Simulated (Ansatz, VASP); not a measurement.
## One calculation of BaS, two programs

```
Ba S
1.0
     0.00000    3.16181    3.19375
     3.16181    0.00000    3.19375
     3.16181    3.16181    0.00000
Ba S
1 1
Direct
  0.00000 0.00000 0.00000
  0.50000 0.50000 0.50000
```

Change from the starting cell: equal xx and yy strain of -1 %, crystal datasets.

Alike in both runs: task electric field gradients; functional LDA; k mesh 7 × 7 × 7; occupations fermi-dirac, width 0.01 eV; no spin polarisation.

```csv
,VASP,Ansatz
version,VASP 6.6.1,Ansatz 0.2.0
potentials or method,"VASP PAW LDA potentials, release 64 (Ba_sv, S), cutoff 520 eV","all-electron PAW with datasets made for the crystal, scalar-relativistic"
```

VASP gave:

- gap on the k mesh at the Fermi level (eV): 1.91
- pressure (GPa): -0.9
- traceless stress, the component that is largest in VASP (GPa): -0.59
- size of Vzz on the site where it differs most (V/Å²): 14.1

Question: Which values does Ansatz return?

Answer: gap on the k mesh at the Fermi level (eV): 2.02; pressure (GPa): -1.6; traceless stress, the component that is largest in VASP (GPa): -0.53; size of Vzz on the site where it differs most (V/Å²): 13.3.

LDA's correlation is that of Perdew and Zunger in VASP and of Perdew and Wang (1992) in Ansatz. Ansatz ran all-electron here, and VASP with PAW potentials.

Neither program's run includes spin-orbit coupling.
